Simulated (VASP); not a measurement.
# BaTiO3 (R3m) in VASP: notebook

Runs on BaTiO3. Level: PBE. Tasks: single point.

All numbers are computed with VASP 6.6.1; they aren't measurements. Logs are shortened: lines on timing, memory, paths and dates and some standing lists are left out, and cuts for length are marked.

### Step 1. The cell of the first run

It takes space group R3m (No. 160, trigonal). Conventional cell: a = 5.655 Å, b = 5.655 Å, c = 7.162 Å, α = 90.00°, β = 90.00°, γ = 120.00°. Within 3.7 Å of Ba (site symmetry 3m) lie 12 O at 2.79 to 3.00 Å and 8 Ti at 3.44 to 3.68 Å. Within 2.5 Å of Ti (site symmetry 3m) lie 6 O at 1.87 to 2.20 Å. O (site symmetry m) has 2 Ti at 1.87 to 2.20 Å within 2.5 Å.

### Step 2. Single point, PBE (z stretched by +3 %, then relaxed in part)

INCAR

```
ALGO = Normal
EDIFF = 1E-6
ENCUT = 910
GGA = PE
GGA_COMPAT = F
ISIF = 2
ISMEAR = -1
LASPH = T
LCHARG = T
LELF = T
LREAL = F
LVHAR = T
LWAVE = F
NBANDS = 28
NELM = 120
PREC = Accurate
SIGMA = 0.02
```

KPOINTS

```
k-points
0
Gamma
  8 8 8
```

POSCAR

```
BaTiO3
1.0
    2.8276671207      1.6325543733      2.3872639731
   -2.8276671207      1.6325543733      2.3872639731
    0.0000000000     -3.2651087466      2.3872639731
Ba Ti O
1 1 3
Direct
   -0.0051429492     -0.0051429492     -0.0051429492
    0.4810913351      0.4810913351      0.4810913351
    0.5124170827      0.5124170827      0.0205174488
    0.0205174488      0.5124170827      0.5124170827
    0.5124170827      0.0205174488      0.5124170827
```

Potentials or basis: VASP PAW PBE potentials, release 64 (Ba_sv, Ti_sv, O_h).

Launch:

```console
$ cat potpaw_PBE.64/Ba_sv/POTCAR potpaw_PBE.64/Ti_sv/POTCAR potpaw_PBE.64/O_h/POTCAR > POTCAR
$ mpirun -np 1 vasp_std > vasp.out
```

OUTCAR:

```text
EDIFF = 1E-6
   ENCUT = 910
   GGA = PE
   ISIF = 2
   ISMEAR = -1
   LASPH = T
   LREAL = F
   NELM = 120
   PREC = Accurate

 ion  position               nearest neighbor table
   1  0.995  0.995  0.995-   3 2.79   4 2.79   5 2.79   4 2.83   5 2.83   5 2.83   4 2.83   3 2.83
                             3 2.83   3 3.00   4 3.00   5 3.00   2 3.44   2 3.44   2 3.44   2 3.48
   2  0.481  0.481  0.481-   3 1.87   4 1.87   5 1.87   3 2.20   4 2.20   5 2.20   1 3.44   1 3.44
                             1 3.44   1 3.48   1 3.51   1 3.51   1 3.51   1 3.68
   3  0.512  0.512  0.021-   2 1.87   2 2.20   1 2.79   1 2.83   1 2.83   1 3.00
   4  0.021  0.512  0.512-   2 1.87   2 2.20   1 2.79   1 2.83   1 2.83   1 3.00
   5  0.512  0.021  0.512-   2 1.87   2 2.20   1 2.79   1 2.83   1 2.83   1 3.00

  LATTYP: Found a trigonal (rhomboedric) cell.
 ALAT       =     4.0447452830
 COS(alpha) =     0.0225282711

  Lattice vectors:

 A1 = (   2.8276671207,   1.6325543733,   2.3872639731)
 A2 = (  -2.8276671207,   1.6325543733,   2.3872639731)
 A3 = (   0.0000000000,  -3.2651087466,   2.3872639731)

Analysis of symmetry for initial positions (statically):
=====================================================================
 Subroutine PRICEL returns:
 Original cell was already a primitive cell.

 Routine SETGRP: Setting up the symmetry group for a
 trigonal (rhombohedral) supercell.

 Subroutine GETGRP returns: Found  6 space group operations
 (whereof  6 operations were pure point group operations)
 out of a pool of 12 trial point group operations.

The static configuration has the point symmetry C_3v.

Analysis of symmetry for dynamics (positions and initial velocities):
=====================================================================
 Subroutine PRICEL returns:
 Original cell was already a primitive cell.

 Routine SETGRP: Setting up the symmetry group for a
 trigonal (rhombohedral) supercell.

 Subroutine GETGRP returns: Found  6 space group operations
 (whereof  6 operations were pure point group operations)
 out of a pool of 12 trial point group operations.

The dynamic configuration has the point symmetry C_3v.

 Subroutine INISYM returns: Found  6 space group operations
 (whereof  6 operations are pure point group operations),
 and found     1 'primitive' translations

----------------------------------------------------------------------------------------

                                     Primitive cell

  volume of cell :      66.1223

[... 90 lines left out ...]
   LSORBIT =      F    spin-orbit coupling
   LASPH  =      T    aspherical Exc in radial PAW
   ENCUT  =  910.0 eV  66.88 Ry    8.18 a.u.   9.95  9.95  9.95*2*pi/ulx,y,z
   NELM   =    120;   NELMIN=  2; NELMDL= -5     # of ELM steps
   EDIFF  = 0.1E-05   stopping-criterion for ELM
   LREAL  =      F    real-space projection
   EDIFFG = 0.1E-04   stopping-criterion for IOM
   NSW    =      0    number of steps for IOM
   IBRION =     -1    ionic relax: 0-MD 1-quasi-New 2-CG
   NFREE  =      0    steps in history (QN), initial steepest desc. (CG)
   ISIF   =      2    stress and relaxation
   ISYM   =      2    0-nonsym 1-usesym 2-fastsym
   POTIM  = 0.5000    time-step for ionic-motion
   TEBEG  =    0.0;   TEEND  =   0.0 temperature during run
   PSTRESS=    0.0 pullay stress
   NELECT =      40.0000    total number of electrons
   NUPDOWN=      -1.0000    fix difference up-down
   EMIN   =  10.00;   EMAX   =-10.00  energy-range for DOS
   EFERMI =   0.00;   METHOD = LEGACY
   ISMEAR =    -1;   SIGMA  =   0.02  broadening in eV -4-tet -1-fermi 0-gaus
   EFERMI_NEDOS =   21; number of points for ismear=-14 and -15
   IALGO  =     38    algorithm
   IMIX   =      4    mixing-type and parameters
     AMIX     =   0.40;   BMIX     =  1.00
     AMIX_MAG =   1.60;   BMIX_MAG =  1.00
  volume/ion in A,a.u.               =      13.22        89.24
  Fermi-wavevector in a.u.,A,eV,Ry     =   1.384562  2.616442 26.082516  1.917011
  Thomas-Fermi vector in A             =   2.509054
   LORBIT       =      0    0 simple, 1 ext, 2 COOP (PROOUT), +10 PAW based schemes
   GGA     = PE    functional components
   LHFCALC =     F    Hartree Fock is set to
   AEXX    =    0.0000 exact exchange contribution
   IVDW    =     0    specifies the selected vdW correction
   LEPSILON=     F    determine dielectric tensor
   LRPA    =     F    only Hartree local field effects (RPA)
 non-spin polarized calculation
  energy-cutoff  :      910.00
  volume of cell :       66.12
 maximum number of plane-waves:      4142
   NGX = 19   NGY = 19   NGZ = 19

 number of electron      40.0000006 magnetization

 Free energy of the ion-electron system (eV)
  ---------------------------------------------------
  ext. energy  EPLUGINS =         0.00000000
  ---------------------------------------------------
  free energy    TOTEN  =       -40.05147294 eV

  energy without entropy =      -40.05147294  energy(sigma->0) =      -40.05147294

 E-fermi :   4.2425     XC(G=0): -11.0741

 val. band max:        3.8396189108   @ k =   0.5000   0.5000   0.5000
 cond. band min:       6.4280625721   @ k =   0.0000   0.0000   0.0000
 fundamental gap:      2.5884436613
 Fermi energy:         4.2425164676

 k-point     1 :       0.0000    0.0000    0.0000
  band No.  band energies     occupation
      1     -52.4003      2.00000
      2     -28.6641      2.00000
      3     -28.6641      2.00000
      4     -28.6458      2.00000
      5     -20.9917      2.00000
      6     -12.8663      2.00000
[... 733 lines left out ...]
     27      11.3213      0.00000
     28      12.4051      0.00000

 [... further k-points ...]
[... 5 lines left out ...]
  --------------------------------------------------------------------------------------
  -------------------------------------------------------------------------------------
  Total        1.9746319      1.9746319     -0.2844922      0.0000000     -0.0000000     -0.0000000
  in kB       47.8463815     47.8463815     -6.8933983      0.0000000     -0.0000000     -0.0000000
  external PRESSURE =      29.5997883 kB  Pullay stress =       0.0000000 kB

 VOLUME and BASIS-vectors are now :
 -----------------------------------------------------------------------------
  energy-cutoff  :      910.00
  volume of cell :       66.12
      direct lattice vectors                 reciprocal lattice vectors
     2.827667121  1.632554373  2.387263973     0.176824208  0.102089504  0.139629860
    -2.827667121  1.632554373  2.387263973    -0.176824208  0.102089504  0.139629860
     0.000000000 -3.265108747  2.387263973     0.000000000 -0.204179009  0.139629860

 POSITION                                       TOTAL-FORCE (eV/Angst)
 -----------------------------------------------------------------------------------
      0.00000      0.00000      7.12496         0.000000      0.000000      0.041308
      0.00000      0.00000      3.44548         0.000000      0.000000      0.050937
      0.00000      1.60611      2.49553         0.000000      0.019335     -0.030748
     -1.39093     -0.80305      2.49553        -0.016745     -0.009668     -0.030748
      1.39093     -0.80305      2.49553         0.016745     -0.009668     -0.030748
 -----------------------------------------------------------------------------------
    total drift:                               -0.000000      0.000001     -0.000654

  FREE ENERGIE OF THE ION-ELECTRON SYSTEM (eV)
  ---------------------------------------------------
  free  energy   TOTEN  =       -40.0514729434 eV

  energy  without entropy=      -40.0514729434  energy(sigma->0) =      -40.05147294
```

OSZICAR:

```text
N       E                     dE             d eps       ncg     rms          rms(c)
DAV:   1     0.592620153689E+03    0.59262E+03   -0.28395E+04  3640   0.232E+03
DAV:   2     0.602689456697E+02   -0.53235E+03   -0.50780E+03  3880   0.544E+02
DAV:   3    -0.438687187504E+02   -0.10414E+03   -0.98799E+02  5496   0.191E+02
DAV:   4    -0.502509641116E+02   -0.63822E+01   -0.63555E+01  4748   0.468E+01
DAV:   5    -0.505420345329E+02   -0.29107E+00   -0.29084E+00  5752   0.919E+00    0.239E+01
DAV:   6    -0.401912687136E+02    0.10351E+02   -0.54833E+01  5672   0.679E+01    0.104E+01
DAV:   7    -0.402393896817E+02   -0.48121E-01   -0.12673E+01  5072   0.258E+01    0.739E+00
DAV:   8    -0.400627378076E+02    0.17665E+00   -0.71299E-01  4392   0.729E+00    0.415E+00
DAV:   9    -0.400795919168E+02   -0.16854E-01   -0.47555E-01  5528   0.659E+00    0.172E+00
DAV:  10    -0.400590682020E+02    0.20524E-01   -0.22878E-01  4832   0.463E+00    0.788E-01
DAV:  11    -0.400522504923E+02    0.68177E-02   -0.40309E-02  4924   0.120E+00    0.319E-01
DAV:  12    -0.400518176083E+02    0.43288E-03   -0.92532E-03  4644   0.933E-01    0.164E-01
DAV:  13    -0.400514559019E+02    0.36171E-03   -0.14036E-03  4604   0.400E-01    0.192E-02
DAV:  14    -0.400514739794E+02   -0.18077E-04   -0.10326E-04  5516   0.791E-02    0.138E-02
DAV:  15    -0.400514737524E+02    0.22703E-06   -0.26393E-05  4444   0.518E-02    0.690E-03
DAV:  16    -0.400514729434E+02    0.80893E-06   -0.29959E-06  3344   0.192E-02
   1 F= -.40051473E+02 E0= -.40051473E+02  d E =-.242526E-10
```

It took 2.2 min on 1 thread of AMD EPYC 9R45 (Zen 5), shared host; peak memory 0.41 GiB.

What came out:

```yaml
Free_energy: -40.0515 eV
Pressure: 3.0 GPa
Largest_force: 0.051 eV/Å
Band_gap_on_the_k_mesh: 2.59 eV (least direct gap 3.04 eV)
```

Forces on the atoms (eV/Å):
```
Ba   0.000  0.000  0.041
Ti   0.000  0.000  0.051
O    0.000  0.019 -0.031
O   -0.017 -0.010 -0.031
O    0.017 -0.010 -0.031
```

Stress tensor (GPa, compression positive):
```
 4.78  0.00  0.00
 0.00  4.78  0.00
 0.00  0.00 -0.69
```

Caveat: the cell differs from its parent crystal (z stretched by +3 %, then relaxed in part); the cutoff is under 1.25 times the usual one of these potentials, so pressure, stress and relaxed cells hold a basis-set (Pulay) error; spin-orbit coupling is left out, which moves the levels of the heavy elements. A k mesh can miss the band edges.

(Part 1 of 2 ends here.)
